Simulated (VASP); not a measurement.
Set up this calculation in VASP 6.6.1, as the native input.

```
Task                   : single point
Functional             : PBE
Dispersion             : D3(BJ)
Potentials or basis    : VASP PAW PBE potentials, release 64 (B, Ti_sv, H)
Cutoff                 : 520 eV
k mesh                 : 3 × 3 × 1
Occupations            : gaussian, width 0.1 eV
Spin                   : no spin polarisation
Dipole correction      : yes
Further INCAR settings : LREAL = Auto; ALGO = Normal; EDIFF = 1e-06; NBANDS = 134
```

The structure of Ti6B12H lies in POSCAR:

```
Ti6B12H
1.0
    6.0074565198      0.0000000000      0.0000000000
    0.0000000000      6.3633101388      0.0000000000
    0.0000000000      0.0000000000     25.1630132777
B Ti H
24 12 2
Direct
    0.5000000000      0.2500000000      0.3179269475
    0.5000000000      0.7500000000      0.3179269475
    0.0000000000      0.2500000000      0.3179269475
    0.0000000000      0.7500000000      0.3179269475
    0.5000000000      0.2500000000      0.3868456934
    0.5000000000      0.7500000000      0.3868456934
    0.0000000000      0.2500000000      0.3868456934
    0.0000000000      0.7500000000      0.3868456934
    0.7500000000      0.2500000000      0.4213050663
    0.7500000000      0.7500000000      0.4213050663
    0.2500000000      0.2500000000      0.4213050663
    0.2500000000      0.7500000000      0.4213050663
    0.7499953450      0.2500030519      0.4909447373
    0.7499944874      0.7500069886      0.4909455260
    0.2499857370      0.2499994041      0.4909265800
    0.2499907552      0.7500116598      0.4909237523
   -0.0000064574      0.2500036733      0.5253627623
    0.0000009872      0.7500027276      0.5253600684
    0.4999786906      0.2500452371      0.5253510312
    0.4999821050      0.7499757243      0.5253529013
    0.0000961203      0.2501060912      0.5921736076
    0.0002358101      0.7499451898      0.5921617356
    0.4998083869      0.2501904954      0.5921542707
    0.4996368743      0.7498227572      0.5921369230
    0.2500000000      0.0000000000      0.3523863204
    0.2500000000      0.5000000000      0.3523863204
    0.7500000000      0.0000000000      0.3523863204
    0.7500000000      0.5000000000      0.3523863204
    0.4999989913      0.0000007688      0.4563616756
    0.5000194417      0.5000050203      0.4563502390
   -0.0000093261      0.0000040101      0.4563613687
   -0.0000302179      0.5000019457      0.4563534055
    0.7499389603     -0.0000074513      0.5630586764
    0.7500144915      0.5000194780      0.5629920634
    0.2500195317      0.0000221580      0.5629694806
    0.2499438815      0.4999921814      0.5629260915
    0.7278833644      0.9341556443      0.7002527128
    0.7422657443      1.0161852479      0.7215274867
```

One way to write it, as run:

INCAR

```
PREC = Accurate
ENCUT = 520
EDIFF = 1E-6
ISMEAR = 0
SIGMA = 0.1
LREAL = Auto
LASPH = True
NELM = 80
ALGO = Normal
ISIF = 2
LWAVE = False
LCHARG = True
LDIPOL = True
IDIPOL = 3
DIPOL = 0.5 0.5 0.470
GGA = PE
IVDW = 12
LELF = True
LVHAR = True
LVACPOTAV = True
NBANDS = 134
```

KPOINTS

```
Automatic mesh
0
Gamma
  3 3 1
```

Potentials or basis: VASP PAW PBE potentials, release 64 (B, Ti_sv, H).

The run is started by

```bash
$ cat potpaw_PBE.64/B/POTCAR potpaw_PBE.64/Ti_sv/POTCAR potpaw_PBE.64/H/POTCAR > POTCAR
$ mpirun -np 1 vasp_std > vasp.out
```

Results of the run:

- Largest force: 1.059 eV/Å
- Band gap on the k mesh: zero (bands 109 and 110 overlap by 0.72 eV)
- Dispersion energy per atom: -0.294 eV

It took 19 min on 1 thread of Intel(R) Xeon(R) 6975P-C (Granite Rapids) (shared host), peak memory 1.1 GiB.
